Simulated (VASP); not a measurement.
Si: single point with PBEsol

The system is Si.

```
Si
1.0
     3.84557    0.00000    0.00000
    -1.92278    3.33036    0.00000
     1.92278   -1.11012    3.13298
Si
2
Cartesian
  0.0000 0.0000 0.0000
  3.8456 0.0000 2.3497
```

```
Program             : VASP 6.6.1
Task                : single point
Functional          : PBEsol
Potentials or basis : VASP PAW PBE potentials, release 64 (Si)
Cutoff              : 520 eV
k mesh              : 9 × 9 × 11
Occupations         : gaussian, width 0.02 eV
Spin                : no spin polarisation
```

```json
{
 "Pressure": "0.1 GPa",
 "Largest force": "0.026 eV/Å",
 "Band gap on the k mesh": "0.47 eV (least direct gap 2.50 eV)"
}
```

Forces on the atoms (eV/Å):
```
Si   0.000  0.000 -0.026
Si   0.000  0.000  0.026
```

Stress tensor (GPa, compression positive):
```
-0.08  0.00  0.00
 0.00 -0.08  0.00
 0.00  0.00  0.36
```

Levels at points of the mesh, in eV from the valence-band top:
```csv
k point,band 1,band 2,band 3,band 4,band 5,band 6,band 7,band 8
"(0.00, 0.00, 0.00)",-11.98,-0.01,-0.01,0.00,2.50,2.50,2.53,3.30
```

It took 3.9 min on 1 thread of Intel Xeon 8259CL, with other jobs on the host, peak memory 0.28 GiB.

Caveat: the PAW data sets were made with another functional, which shifts forces and pressure a little; an odd mesh through Γ misses points on the zone boundary, where band edges can lie.
